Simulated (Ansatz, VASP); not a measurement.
## CdSe in VASP and in Ansatz

POSCAR

```
CdSe
1.0
    0.0000000000      3.0287759606      3.0287759606
    3.0287759606      0.0000000000      3.0287759606
    3.0287759606      3.0287759606      0.0000000000
Cd Se
1 1
Direct
    0.0000000000      0.0000000000      0.0000000000
    0.2500000000      0.2500000000      0.2500000000
```

Contents of INCAR.step1:

```
ALGO = Normal ; EDIFF = 1E-5
ENCUT = 520 ; GGA = PE
ISIF = 2 ; ISMEAR = -1
LASPH = True ; LREAL = False
LWAVE = True ; NBANDS = 16
NELM = 60 ; PREC = Accurate
SIGMA = 0.05
```

INCAR.step2

```
AEXX = 0.1 ; ALGO = Normal
EDIFF = 1E-7 ; ENCUT = 520
ISIF = 2 ; ISMEAR = -1
ISTART = 1 ; LASPH = True
LCHARG = True ; LELF = True
LHFCALC = True ; LMIXTAU = True
LREAL = False ; LVHAR = True
LWAVE = False ; METAGGA = R2SCAN
NBANDS = 16 ; NELM = 60
PREC = Accurate ; PRECFOCK = Normal
SIGMA = 0.05
```

The input KPOINTS:

```
k-points
0
Gamma
  4 4 4
```

Contents of input.yaml:

```yaml
crystal:
  lattice:
    - [0.0, 3.0287759606, 3.0287759606]
    - [3.0287759606, 0.0, 3.0287759606]
    - [3.0287759606, 3.0287759606, 0.0]
  atoms:
    - { symbol: Cd, position: [0.0, 0.0, 0.0] }
    - { symbol: Se, position: [0.25, 0.25, 0.25] }
hamiltonian:
  xc: r2scanh
  pseudopotentials: { kind: paw }
kpoints:
  mp_grid: { grid: [4, 4, 4] }
scf:
  occupations: { method: fermi_dirac, width: 0.05 }
output:
  forces: true
  stress: true
  eigenvalues: true
  write_density: true
  write_potential: true
  elf: true
  volumetric_format: npy
```

Alike in both runs: task single point; functional r2SCANh; k mesh 4 × 4 × 4; occupations fermi-dirac, width 0.05 eV; no spin polarisation.

|  | VASP | Ansatz |
| --- | --- | --- |
| version | VASP 6.6.1 | Ansatz 0.2.0 |
| potentials or method | VASP PAW PBE potentials, release 64 (Cd, Se) | Ansatz PAW |
| plane-wave cutoff (eV) | 520 | 500 |
| valence electrons in the cell | 18 | 36 |

Ansatz gave:

* gap on the k mesh at the Fermi level (eV): 1.67
* least direct gap on the mesh (eV): 1.67
* pressure (GPa): 2.0

What did VASP give for the same quantities?

gap on the k mesh at the Fermi level (eV): 1.68; least direct gap on the mesh (eV): 1.68; pressure (GPa): 2.2.

VASP's potentials were made for PBE, not for r2SCANh. With one functional, cell and mesh, what is left measures potentials, basis and numerics. VASP's potentials hold 18 valence electrons a cell and Ansatz's 36, so a difference there can come from the potentials and not from the codes.

The k mesh is coarse, so the values compare programs but aren't converged.
